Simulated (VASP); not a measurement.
Wanted: the native input for a VASP 6.6.1 run.

```yaml
Task: single point
Functional: LDA
Potentials_or_basis: VASP PAW LDA potentials, release 64 (Hf_pv, O)
Cutoff: 520 eV
k_mesh: 6 × 6 × 8
Occupations: gaussian, width 0.05 eV
Spin: no spin polarisation
Dipole_correction: no
Further_INCAR_settings: ALGO = Normal; EDIFF = 1e-07; NBANDS = 31
```

The structure of HfO2 lies in POSCAR:

```
HfO2
1.0
    4.9325653349      0.0000000000      0.0000000000
    0.0000000000      4.9325653349      0.0000000000
    0.0000000000      0.0000000000      3.1858189644
Hf O
2 4
Direct
    0.0000000000      0.0000000000      0.0000000000
    0.5000000000      0.5000000000      0.5000000000
    0.1951075733      0.8048924267      0.5000000000
    0.3048924267      0.3048924267      0.0000000000
    0.6951075733      0.6951075733      0.0000000000
    0.8048924267      0.1951075733      0.5000000000
```

This cell differs from its parent crystal: strain +0.030 along x and y, +0.000 along z.

The input as run:

INCAR

```
SYSTEM = HfO2
  PREC = Accurate
  ENCUT = 520
  EDIFF = 1E-7
  ISMEAR = 0
  SIGMA = 0.05
  LREAL = .FALSE.
  LASPH = .TRUE.
  NELM = 100
  ALGO = Normal
  ISIF = 2
  LWAVE = .FALSE.
  LCHARG = .TRUE.
  LELF = .TRUE.
  LVHAR = .TRUE.
  NBANDS = 31
```

KPOINTS

```
Automatic mesh
0
G
  6 6 8
  0 0 0
```

Potentials or basis: VASP PAW LDA potentials, release 64 (Hf_pv, O).

The run is started by

```bash
$ cat potpaw_LDA.64/Hf_pv/POTCAR potpaw_LDA.64/O/POTCAR > POTCAR
$ mpirun -np 1 vasp_std > vasp.out
```

It gave:

The pressure is -13.5 GPa and the largest force is 0.134 eV/Å. The band gap on the k mesh is 3.61 eV.

Caveat: the cell differs from its parent crystal (strain +0.030 along x and y, +0.000 along z); the cell stands under tension; spin-orbit coupling is left out, which moves the levels of the heavy elements.

Run time: 2.2 min on 1 thread of Intel Xeon 8259CL, with other jobs on the host, peak memory 0.22 GiB.
